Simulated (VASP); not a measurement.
Ni: single point with PBE

Ni:

```
Ni
1.0
     2.48744    0.00000    0.00000
    -1.24372    2.15419    0.00000
     0.00000    0.00000    8.14433
Ni
4
Direct
  0.00000 0.00000 0.00000
  0.00000 0.00000 0.50000
  0.33333 0.66667 0.25000
  0.66667 0.33333 0.75000
```

This isn't the form of Ni at room conditions, which is fcc.

```yaml
Program: VASP 6.6.1
Task: single point
Functional: PBE
Potentials_or_basis: VASP PAW PBE potentials, release 64 (Ni)
Cutoff: 520 eV
k_mesh: 19 × 19 × 5
Occupations: fermi-dirac, width 0.05 eV
Spin: collinear spin, ferromagnetic start
Starting_moments: "[0.676, 0.676, 0.688, 0.688] μB"
```

```yaml
Pressure: -0.1 GPa
Net_moment: 2.53 μB per cell
Site_moments: Ni +0.64, +0.65 (each value once) μB
Valence_electrons_inside_the_program's_atomic_spheres: Ni 9.30
```

Stress tensor (GPa, compression positive):
```
-0.11  0.00  0.00
 0.00 -0.11  0.00
 0.00  0.00  0.06
```

Levels at points of the mesh, in eV from the Fermi level:
Spin up:
```csv
k point,band 19,band 20,band 21,band 22,band 23,band 24
"(0.00, 0.00, 0.00)",-1.20,-0.98,-0.98,-0.65,-0.65,-0.32
```
Spin down:
```
           k point  band 16  band 17  band 18  band 19  band 20  band 21
(0.00, 0.00, 0.00)    -0.86    -0.86    -0.54    -0.54    -0.38    -0.29
```

It took 10 min on 1 thread of Intel Xeon 8259CL, with other jobs on the host, peak memory 0.33 GiB.
